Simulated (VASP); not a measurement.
Si6N, 7 atoms in the cell. The cell holds a slab with vacuum, 7 atoms: a = 3.851 Å, b = 3.851 Å, c = 22.533 Å, α = 90.00°, β = 90.00°, γ = 120.00°. 

| Item | Value |
| --- | --- |
| Program | VASP 6.6.1 |
| Task | single point |
| Functional | PBE |
| Potentials or basis | VASP PAW PBE potentials, release 64 (Si, N) |
| Cutoff | 520 eV |
| k mesh | 9 × 9 × 1 |
| Occupations | gaussian, width 0.05 eV |
| Spin | collinear spin, ferromagnetic start |
| Starting moments | [0.0, 0.0, 0.0, 0.0, 0.0, 0.0, 3.0] μB |
| Dipole correction | yes |
| Further INCAR settings | ALGO = Normal; EDIFF = 1e-06; NBANDS = 28 |

Potentials or basis: VASP PAW PBE potentials, release 64 (Si, N).

Run with:

```console
$ cat potpaw_PBE.64/Si/POTCAR potpaw_PBE.64/N/POTCAR > POTCAR
$ mpirun -np 1 vasp_std > vasp.out
```

Hardware: 1 thread of Intel(R) Xeon(R) Platinum 8259CL CPU @ 2.50GHz (Skylake/Cascade Lake) (shared host).

Estimate the wall time of this run.

Wall time 14 min on 1 thread of Intel(R) Xeon(R) Platinum 8259CL CPU @ 2.50GHz (Skylake/Cascade Lake), with other jobs on the host, peak memory 0.68 GiB. Counts: scf iterations 32, k points 25.
